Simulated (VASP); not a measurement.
Crystal: CdO.

```
Cd O
1.0
     0.00000    2.31775    2.31775
     2.31775    0.00000    2.31775
     2.31775    2.31775    0.00000
Cd O
1 1
Direct
  0.00000 0.00000 0.00000
  0.50000 0.50000 0.50000
```

Base run:

* Program: VASP 6.6.1
* Functional: RPBE
* Dispersion: D3(BJ)
* Potentials or basis: VASP PAW PBE potentials, release 64 (Cd_sv_GW, O)
* Cutoff: 700 eV
* k mesh: 10 × 10 × 10
* Occupations: fermi-dirac, width 0.05 eV
* Spin: no spin polarisation

Its results: band gap on the k mesh zero (bands 13 and 14 overlap by 0.25 eV); pressure -5.5 GPa.

Task: The run is repeated on the same cell with these changes: functional from RPBE to BLYP. What comes out?

Result: Band gap on the k mesh zero (bands 13 and 14 overlap by 0.16 eV); pressure 10.7 GPa.

Caveats: semilocal functionals underestimate gaps, and a narrow one can read as zero; the PAW data sets were made with another functional, which shifts forces and pressure a little; the cell stands under tension (at least some runs); the dispersion term is far too large for a dense solid, which distorts pressure and volume (at least some runs); the cell stands under pressure (at least some runs).
